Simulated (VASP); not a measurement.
# C (I4_1/amd) in VASP: further runs

C is run at these levels: LDA; tasks: single point.

All numbers are computed with VASP 6.6.1; they aren't measurements. Logs are shortened: lines on timing, memory, paths and dates and some standing lists are left out, and cuts for length are marked.

## Step 1: The cell of the first run

It takes space group I4_1/amd (No. 141, tetragonal). Conventional cell: a = 2.270 Å, b = 2.270 Å, c = 3.567 Å, α = 90.00°, β = 90.00°, γ = 90.00°. Within 1.9 Å of C (site symmetry -4m2) lie 4 C at 1.44 Å.

## Step 2: Single point, LDA (strain -0.1000 x Voigt [1, 1, 0, 0, 0, 0])

Input file INCAR:

```
SYSTEM = C
PREC = Accurate ; ENCUT = 520
EDIFF = 1E-6 ; ISMEAR = 0
SIGMA = 0.05 ; LREAL = .FALSE.
LASPH = .TRUE. ; NELM = 60
ALGO = Normal ; ISIF = 2
LWAVE = .FALSE. ; LCHARG = .FALSE.
GGA = CA ; NBANDS = 11
```

Input file KPOINTS:

```
regular mesh
0
G
  12 12 12
  0 0 0
```

Input file POSCAR:

```
C
1.0
    0.0000000000      1.6050600000      1.7834000000
    1.6050600000      0.0000000000      1.7834000000
    1.6050600000      1.6050600000      0.0000000000
C
2
Direct
    0.5000000000      0.5000000000      0.5000000000
    0.7500000000      0.7500000000      0.7500000000
```

Potentials or basis: VASP PAW LDA potentials, release 64 (C).

The run is started by

```console
cat potpaw_LDA.64/C/POTCAR > POTCAR
mpirun -np 1 vasp_std > vasp.out
```

OUTCAR:

```text
SYSTEM = C
   PREC = Accurate
   ENCUT = 520
   EDIFF = 1E-6
   ISMEAR = 0
   LREAL = .FALSE.
   LASPH = .TRUE.
   NELM = 60
   ISIF = 2
   GGA = CA

 ion  position               nearest neighbor table
   1  0.500  0.500  0.500-   2 1.44   2 1.44   2 1.44   2 1.44
   2  0.750  0.750  0.750-   1 1.44   1 1.44   1 1.44   1 1.44

  LATTYP: Found a body centered tetragonal cell.
 ALAT       =     2.2698976204
 C/A-ratio  =     1.5713484026

  Lattice vectors:

 A1 = (  -1.6050600000,   0.0000000000,   1.7834000000)
 A2 = (   1.6050600000,   0.0000000000,   1.7834000000)
 A3 = (   0.0000000000,   1.6050600000,  -1.7834000000)

Analysis of symmetry for initial positions (statically):
=====================================================================
 Subroutine PRICEL returns:
 Original cell was already a primitive cell.

 Routine SETGRP: Setting up the symmetry group for a
 body centered tetragonal supercell.

 Subroutine GETGRP returns: Found 16 space group operations
 (whereof  8 operations were pure point group operations)
 out of a pool of 16 trial point group operations.

The static configuration has the point symmetry D_2d.
 The point group associated with its full space group is D_4h.

Analysis of symmetry for dynamics (positions and initial velocities):
=====================================================================
 Subroutine PRICEL returns:
 Original cell was already a primitive cell.

 Routine SETGRP: Setting up the symmetry group for a
 body centered tetragonal supercell.

 Subroutine GETGRP returns: Found 16 space group operations
 (whereof  8 operations were pure point group operations)
 out of a pool of 16 trial point group operations.

The dynamic configuration has the point symmetry D_2d.
 The point group associated with its full space group is D_4h.

 Subroutine INISYM returns: Found 16 space group operations
 (whereof  8 operations are pure point group operations),
 and found     1 'primitive' translations

----------------------------------------------------------------------------------------

                                     Primitive cell

  volume of cell :       9.1889

  direct lattice vectors                    reciprocal lattice vectors
     0.000000000  1.605060000  1.783400000    -0.311514834  0.311514834  0.280363351
     1.605060000  0.000000000  1.783400000     0.311514834 -0.311514834  0.280363351
     1.605060000  1.605060000  0.000000000     0.311514834  0.311514834 -0.280363351
[... 92 lines left out ...]
   POTIM  = 0.5000    time-step for ionic-motion
   TEBEG  =    0.0;   TEEND  =   0.0 temperature during run
   PSTRESS=    0.0 pullay stress
   NELECT =       8.0000    total number of electrons
   NUPDOWN=      -1.0000    fix difference up-down
   EMIN   =  10.00;   EMAX   =-10.00  energy-range for DOS
   EFERMI =   0.00;   METHOD = LEGACY
   ISMEAR =     0;   SIGMA  =   0.05  broadening in eV -4-tet -1-fermi 0-gaus
   EFERMI_NEDOS =   21; number of points for ismear=-14 and -15
   IALGO  =     38    algorithm
   IMIX   =      4    mixing-type and parameters
     AMIX     =   0.40;   BMIX     =  1.00
     AMIX_MAG =   1.60;   BMIX_MAG =  1.00
  volume/ion in A,a.u.               =       4.59        31.00
  Fermi-wavevector in a.u.,A,eV,Ry     =   1.563211  2.954041 33.247605  2.443630
  Thomas-Fermi vector in A             =   2.666016
   LORBIT       =      0    0 simple, 1 ext, 2 COOP (PROOUT), +10 PAW based schemes
   GGA     = CA    functional components
   LHFCALC =     F    Hartree Fock is set to
   AEXX    =    0.0000 exact exchange contribution
   IVDW    =     0    specifies the selected vdW correction
   LEPSILON=     F    determine dielectric tensor
   LRPA    =     F    only Hartree local field effects (RPA)
 non-spin polarized calculation
 Gauss-broadening in eV      SIGMA  =   0.05
  energy-cutoff  :      520.00
  volume of cell :        9.19
 maximum number of plane-waves:       263
 NGX is ok and might be reduce to    18
   NGX =  9   NGY =  9   NGZ =  9

 number of electron       8.0000002 magnetization

 Free energy of the ion-electron system (eV)
  ---------------------------------------------------
  ext. energy  EPLUGINS =         0.00000000
  ---------------------------------------------------
  free energy    TOTEN  =       -19.37711168 eV

  energy without entropy =      -19.37711168  energy(sigma->0) =      -19.37711168

 E-fermi :  14.1323     XC(G=0): -14.5575

 val. band max:       13.7692028110   @ k =   0.0000   0.0000   0.0000
 cond. band min:      16.9112870196   @ k =   0.4167   0.0000   0.4167
 fundamental gap:      3.1420842086
 Fermi energy:        14.1322871203

 k-point     1 :       0.0000    0.0000    0.0000
  band No.  band energies     occupation
      1     -11.2649      2.00000
      2      11.6935      2.00000
      3      13.7692      2.00000
      4      13.7692      2.00000
      5      18.8804      0.00000
      6      18.8804      0.00000
      7      20.2837      0.00000
      8      31.5052      0.00000
      9      35.2457      0.00000
     10      37.9366      0.00000
     11      39.0376      0.00000
[... 309 lines left out ...]
 k-point    24 :      -0.4167    0.1667    0.0000
  band No.  band energies     occupation
      1      -3.5229      2.00000
      2      -1.9799      2.00000
      3       5.3873      2.00000
      4      10.0521      2.00000
      5      22.1840      0.00000
      6      24.9639      0.00000
      7      26.6136      0.00000
      8      31.2088      0.00000
      9      35.9163      0.00000
     10      39.9368      0.00000
     11      41.0056      0.00000

 [... further k-points ...]

------------------------ aborting loop because EDIFF is reached ----------------------------------------

  FORCE on cell =-STRESS in cart. coord.  units (eV):
  Direction    XX          YY          ZZ          XY          YZ          ZX
  --------------------------------------------------------------------------------------
  -------------------------------------------------------------------------------------
  Total        9.3958528      9.3958528      1.7493753      0.0000000      0.0000000     -0.0000000
  in kB     1638.2700310   1638.2700310    305.0227780      0.0000000      0.0000000     -0.0000000
  external PRESSURE =    1193.8542800 kB  Pullay stress =       0.0000000 kB

 VOLUME and BASIS-vectors are now :
 -----------------------------------------------------------------------------
  energy-cutoff  :      520.00
  volume of cell :        9.19
      direct lattice vectors                 reciprocal lattice vectors
     0.000000000  1.605060000  1.783400000    -0.311514834  0.311514834  0.280363351
     1.605060000  0.000000000  1.783400000     0.311514834 -0.311514834  0.280363351
     1.605060000  1.605060000  0.000000000     0.311514834  0.311514834 -0.280363351

 POSITION                                       TOTAL-FORCE (eV/Angst)
 -----------------------------------------------------------------------------------
      1.60506      1.60506      1.78340        -0.000000     -0.000000      0.000000
      2.40759      2.40759      2.67510         0.000000      0.000000      0.000000
 -----------------------------------------------------------------------------------
    total drift:                                0.000000     -0.000000      0.000000

  FREE ENERGIE OF THE ION-ELECTRON SYSTEM (eV)
  ---------------------------------------------------
  free  energy   TOTEN  =       -19.3771116767 eV

  energy  without entropy=      -19.3771116767  energy(sigma->0) =      -19.37711168
```

OSZICAR:

```text
N       E                     dE             d eps       ncg     rms          rms(c)
DAV:   1    -0.628543879035E+00   -0.62854E+00   -0.50900E+03  3838   0.723E+02
DAV:   2    -0.203643842186E+02   -0.19736E+02   -0.19057E+02  4615   0.133E+02
DAV:   3    -0.206929235383E+02   -0.32854E+00   -0.32756E+00  4183   0.128E+01
DAV:   4    -0.206933929526E+02   -0.46941E-03   -0.46941E-03  3847   0.584E-01
DAV:   5    -0.206933933764E+02   -0.42380E-06   -0.42378E-06  4162   0.168E-02    0.737E+00
DAV:   6    -0.197112034716E+02    0.98219E+00   -0.53303E-01  3751   0.530E+00    0.430E+00
DAV:   7    -0.193767667047E+02    0.33444E+00   -0.61504E-01  3926   0.569E+00    0.107E+00
DAV:   8    -0.193771336251E+02   -0.36692E-03   -0.13009E-02  3903   0.998E-01    0.347E-02
DAV:   9    -0.193771104512E+02    0.23174E-04   -0.48618E-05  4036   0.535E-02    0.229E-02
DAV:  10    -0.193771117057E+02   -0.12545E-05   -0.20867E-06  3909   0.126E-02    0.478E-03
DAV:  11    -0.193771116767E+02    0.29043E-07   -0.73992E-08  1982   0.212E-03
   1 F= -.19377112E+02 E0= -.19377112E+02  d E =-.409821E-27
```

stdout:

```text
POSCAR found type information on POSCAR C
 POSCAR found :  1 types and       2 ions
 scaLAPACK will be used
 LDA part: xc-table for (Slater(with rela. corr.)+CA(PZ))
 , standard interpolation
 POSCAR, INCAR and KPOINTS ok, starting setup
 FFT: planning ... GRIDC
 FFT: planning ... GRID_SOFT
 FFT: planning ... GRID
 WAVECAR not read
 entering main loop
```

It took 18 s on 1 thread of AMD EPYC 7R13, shared host; peak memory 0.09 GiB.

What came out:

```
Free energy            : -19.3771 eV
Pressure               : 119.4 GPa
Band gap on the k mesh : 3.14 eV, indirect (least direct gap 5.11 eV)
```

Levels at points of the mesh, in eV from the valence-band top:
| k point | band 1 | band 2 | band 3 | band 4 | band 5 | band 6 | band 7 | band 8 |
| --- | --- | --- | --- | --- | --- | --- | --- | --- |
| (0.00, 0.00, 0.00) | -25.03 | -2.08 | 0.00 | 0.00 | 5.11 | 5.11 | 6.51 | 17.74 |
| (0.50, 0.00, 0.00) | -17.81 | -16.57 | -5.27 | -2.81 | 6.73 | 9.25 | 12.64 | 16.76 |
| (0.50, 0.50, 0.00) | -16.21 | -16.21 | -7.02 | -7.02 | 6.44 | 6.44 | 18.85 | 18.85 |
| (0.50, 0.00, 0.50) | -14.22 | -14.22 | -8.87 | -8.87 | 3.65 | 3.65 | 18.76 | 18.76 |

Caveat: the cell differs from its parent crystal (strain -0.1000 x Voigt [1, 1, 0, 0, 0, 0]).

## Step 3: Single point, LDA (strain -0.0750 x Voigt [1, 1, 0, 0, 0, 0])

Input file INCAR:

```
SYSTEM = C
PREC = Accurate ; ENCUT = 520
EDIFF = 1E-6 ; ISMEAR = 0
SIGMA = 0.05 ; LREAL = .False.
LASPH = .True. ; NELM = 60
ALGO = Normal ; ISIF = 2
LWAVE = .False. ; LCHARG = .False.
NBANDS = 11
```

Input file KPOINTS:

```
regular mesh
0
Gamma
  12 12 12
  0 0 0
```

Input file POSCAR:

```
C
1.0
    0.0000000000      1.6496450000      1.7834000000
    1.6496450000      0.0000000000      1.7834000000
    1.6496450000      1.6496450000      0.0000000000
C
2
Direct
    0.5000000000      0.5000000000      0.5000000000
    0.7500000000      0.7500000000      0.7500000000
```

Potentials or basis: VASP PAW LDA potentials, release 64 (C).

The run is started by

```console
cat potpaw_LDA.64/C/POTCAR > POTCAR
mpirun -np 1 vasp_std > vasp.out
```

It took 22 s on 1 thread of AMD EPYC 7R13, shared host; peak memory 0.09 GiB.

It converged, with:

```
Free energy            : -19.8121 eV
Pressure               : 76.3 GPa
Band gap on the k mesh : 3.44 eV, indirect (least direct gap 5.24 eV)
```

Stress tensor (GPa, compression positive):
```
106.75   0.00   0.00
  0.00 106.75   0.00
  0.00   0.00  15.48
```

Levels at points of the mesh, in eV from the valence-band top:
| k point | band 2 | band 3 | band 4 | band 5 | band 6 | band 7 |
| --- | --- | --- | --- | --- | --- | --- |
| (0.00, 0.00, 0.00) | -1.43 | 0.00 | 0.00 | 5.24 | 5.24 | 6.25 |
| (0.50, 0.00, 0.00) | -15.66 | -4.53 | -2.83 | 7.31 | 9.01 | 11.60 |
| (0.50, 0.50, 0.00) | -15.18 | -6.84 | -6.84 | 5.96 | 5.96 | 18.29 |
| (0.50, 0.00, 0.50) | -13.77 | -8.15 | -8.15 | 3.96 | 3.96 | 18.38 |

Caveat: the cell differs from its parent crystal (strain -0.0750 x Voigt [1, 1, 0, 0, 0, 0]). A k mesh can miss the band edges.

## Step 4: Single point, LDA

This run uses another cell than the first one, of 4.85 Å³/atom, 1.056 times its volume.

Input file INCAR:

```
SYSTEM = C
ALGO = Normal
EDIFF = 1E-7
ENCUT = 520
GGA = CA
ISIF = 2
ISMEAR = 0
LASPH = .TRUE.
LCHARG = .FALSE.
LREAL = .FALSE.
LWAVE = .FALSE.
NBANDS = 11
NELM = 60
PREC = Accurate
SIGMA = 0.05
```

Input file KPOINTS:

```
k-points
0
G
  12 12 12
  0 0 0
```

POSCAR is that of step 3.

The run is started by

```console
cat potpaw_LDA.64/C/POTCAR > POTCAR
mpirun -np 1 vasp_std > vasp.out
```

Wall time 20 s (1 thread of AMD EPYC 7R13, shared host); peak memory 0.09 GiB.

The run converged. Its results:

```yaml
Free_energy: -19.8121 eV
Pressure: 76.3 GPa
Band_gap_on_the_k_mesh: 3.44 eV, indirect (least direct gap 5.24 eV)
```

Stress tensor (GPa, compression positive):
```
106.75   0.00   0.00
  0.00 106.75   0.00
  0.00   0.00  15.48
```

Levels at points of the mesh, in eV from the valence-band top:
```tsv
k point	band 2	band 3	band 4	band 5	band 6	band 7
(0.00, 0.00, 0.00)	-1.43	0.00	0.00	5.24	5.24	6.25
(0.50, 0.00, 0.00)	-15.66	-4.53	-2.83	7.31	9.01	11.60
(0.50, 0.50, 0.00)	-15.18	-6.84	-6.84	5.96	5.96	18.29
(0.50, 0.00, 0.50)	-13.77	-8.15	-8.15	3.96	3.96	18.38
```

A k mesh can miss the band edges.

## Step 5: Single point, LDA (strain -0.0500 x Voigt [1, 1, 0, 0, 0, 0])

Input file INCAR:

```
SYSTEM = C
ALGO = Normal ; EDIFF = 1E-6
ENCUT = 520 ; ISIF = 2
ISMEAR = 0 ; LASPH = .True.
LCHARG = .False. ; LREAL = .False.
LWAVE = .False. ; NBANDS = 11
NELM = 60 ; PREC = Accurate
SIGMA = 0.05
```

Input file KPOINTS:

```
k-points
0
Gamma
  12 12 12
  0 0 0
```

Input file POSCAR:

```
C
1.0
    0.0000000000      1.6942300000      1.7834000000
    1.6942300000      0.0000000000      1.7834000000
    1.6942300000      1.6942300000      0.0000000000
C
2
Direct
    0.5000000000      0.5000000000      0.5000000000
    0.7500000000      0.7500000000      0.7500000000
```

The run is started by

```console
cat potpaw_LDA.64/C/POTCAR > POTCAR
mpirun -np 1 vasp_std > vasp.out
```

Wall time 23 s (1 thread of AMD EPYC 7R13, shared host); peak memory 0.09 GiB.

The run converged. Its results:

```yaml
Free_energy: -20.0862 eV
Pressure: 40.9 GPa
Band_gap_on_the_k_mesh: 3.70 eV, indirect (least direct gap 5.35 eV)
```

Stress tensor (GPa, compression positive):
```
59.43  0.00  0.00
 0.00 59.43  0.00
 0.00  0.00  3.91
```

Levels at points of the mesh, in eV from the valence-band top:
| k point | band 2 | band 3 | band 4 | band 5 | band 6 | band 7 |
| --- | --- | --- | --- | --- | --- | --- |
| (0.00, 0.00, 0.00) | -0.88 | 0.00 | 0.00 | 5.35 | 5.35 | 6.00 |
| (0.50, 0.00, 0.00) | -14.83 | -3.87 | -2.83 | 7.79 | 8.79 | 10.63 |
| (0.50, 0.50, 0.00) | -14.24 | -6.65 | -6.65 | 5.52 | 5.52 | 17.74 |
| (0.50, 0.00, 0.50) | -13.35 | -7.48 | -7.48 | 4.24 | 4.24 | 17.87 |

Caveat: the cell differs from its parent crystal (strain -0.0500 x Voigt [1, 1, 0, 0, 0, 0]).

## Step 6: Single point, LDA (strain -0.0250 x Voigt [1, 1, 0, 0, 0, 0])

Input file INCAR:

```
SYSTEM = C
  PREC = Accurate
  ENCUT = 520
  EDIFF = 1E-7
  ISMEAR = 0
  SIGMA = 0.05
  LREAL = .FALSE.
  LASPH = .TRUE.
  NELM = 60
  ALGO = Normal
  ISIF = 2
  LWAVE = .FALSE.
  LCHARG = .TRUE.
  LELF = .TRUE.
  LVHAR = .TRUE.
  NBANDS = 11
```

Input file KPOINTS:

```
Automatic mesh
0
G
  12 12 12
  0 0 0
```

Input file POSCAR:

```
C
1.0
    0.0000000000      1.7388150000      1.7834000000
    1.7388150000      0.0000000000      1.7834000000
    1.7388150000      1.7388150000      0.0000000000
C
2
Direct
    0.5000000000      0.5000000000      0.5000000000
    0.7500000000      0.7500000000      0.7500000000
```

Potentials or basis: VASP PAW LDA potentials, release 64 (C).

The run is started by

```console
cat potpaw_LDA.64/C/POTCAR > POTCAR
mpirun -np 1 vasp_std > vasp.out
```

Run time: 26 s. Hardware: 1 thread of AMD EPYC 7R13, shared host; peak memory 0.09 GiB.

The run converged. Its results:

```
Free energy            : -20.2209 eV
Pressure               : 11.9 GPa
Band gap on the k mesh : 3.92 eV, indirect (least direct gap 5.45 eV)
```

Stress tensor (GPa, compression positive):
```
20.38  0.00  0.00
 0.00 20.38  0.00
 0.00  0.00 -4.96
```

Levels at points of the mesh, in eV from the valence-band top:
| k point | band 2 | band 3 | band 4 | band 5 | band 6 | band 7 |
| --- | --- | --- | --- | --- | --- | --- |
| (0.00, 0.00, 0.00) | -0.41 | 0.00 | 0.00 | 5.45 | 5.45 | 5.77 |
| (0.50, 0.00, 0.00) | -14.06 | -3.30 | -2.81 | 8.17 | 8.58 | 9.75 |
| (0.50, 0.50, 0.00) | -13.38 | -6.47 | -6.47 | 5.10 | 5.10 | 17.17 |
| (0.50, 0.00, 0.50) | -12.97 | -6.86 | -6.86 | 4.48 | 4.48 | 17.28 |

Caveat: the cell differs from its parent crystal (strain -0.0250 x Voigt [1, 1, 0, 0, 0, 0]). A k mesh can miss the band edges.

## Step 7: Single point, LDA (strain +0.0250 x Voigt [1, 1, 0, 0, 0, 0])

Input file INCAR:

```
SYSTEM = C
ALGO = Normal
EDIFF = 1E-6
ENCUT = 520
GGA = CA
ISIF = 2
ISMEAR = 0
LASPH = .TRUE.
LCHARG = .TRUE.
LELF = .TRUE.
LREAL = .FALSE.
LVHAR = .TRUE.
LWAVE = .FALSE.
NBANDS = 11
NELM = 100
PREC = Accurate
SIGMA = 0.05
```

Input file KPOINTS:

```
k-points
0
G
  12 12 12
  0 0 0
```

Input file POSCAR:

```
C
1.0
    0.0000000000      1.8279850000      1.7834000000
    1.8279850000      0.0000000000      1.7834000000
    1.8279850000      1.8279850000      0.0000000000
C
2
Direct
    0.5000000000      0.5000000000      0.5000000000
    0.7500000000      0.7500000000      0.7500000000
```

The run is started by

```console
cat potpaw_LDA.64/C/POTCAR > POTCAR
mpirun -np 1 vasp_std > vasp.out
```

It took 27 s on 1 thread of AMD EPYC 7R13, shared host; peak memory 0.09 GiB.

Results (log left out):

| Item | Value |
| --- | --- |
| Free energy | -20.1460 eV |
| Pressure | -30.7 GPa |
| Band gap on the k mesh | 3.40 eV, indirect (least direct gap 4.98 eV) |

Stress tensor (GPa, compression positive):
```
-37.74   0.00   0.00
  0.00 -37.74   0.00
  0.00   0.00 -16.63
```

Levels at points of the mesh, in eV from the valence-band top:
```tsv
k point	band 1	band 2	band 3	band 4	band 5	band 6	band 7	band 8
(0.00, 0.00, 0.00)	-20.90	-0.35	-0.35	0.00	4.98	5.27	5.27	12.20
(0.50, 0.00, 0.00)	-15.34	-13.06	-3.10	-2.69	7.64	7.84	8.50	14.72
(0.50, 0.50, 0.00)	-12.25	-12.25	-6.46	-6.46	3.99	3.99	15.74	15.74
(0.50, 0.00, 0.50)	-12.62	-12.62	-6.11	-6.11	4.55	4.55	15.59	15.59
```

Caveat: the cell differs from its parent crystal (strain +0.0250 x Voigt [1, 1, 0, 0, 0, 0]). A k mesh can miss the band edges.

## Step 8: Overview

```tsv
cell	gap on the mesh (eV)	pressure (GPa)
a = 2.399, b = 2.399, c = 2.270 Å, angles 61.8, 61.8, 56.5°, 2 atoms	3.14	119.4
a = 2.429, b = 2.429, c = 2.333 Å, angles 61.3, 61.3, 57.4°, 2 atoms	3.44	76.3
a = 2.460, b = 2.460, c = 2.396 Å, angles 60.9, 60.9, 58.3°, 2 atoms	3.70	40.9
a = 2.491, b = 2.491, c = 2.459 Å, angles 60.4, 60.4, 59.2°, 2 atoms	3.92	11.9
a = 2.554, b = 2.554, c = 2.585 Å, angles 59.6, 59.6, 60.8°, 2 atoms	3.40	-30.7
```

Alike in all rows: task single point; level LDA; potentials or basis VASP PAW LDA potentials, release 64 (C); no spin polarisation; k mesh 12 × 12 × 12; cutoff (eV) 520; smearing gaussian 0.05 eV.

Total energies depend on the potentials used, so only differences within one code and one set of settings carry meaning.
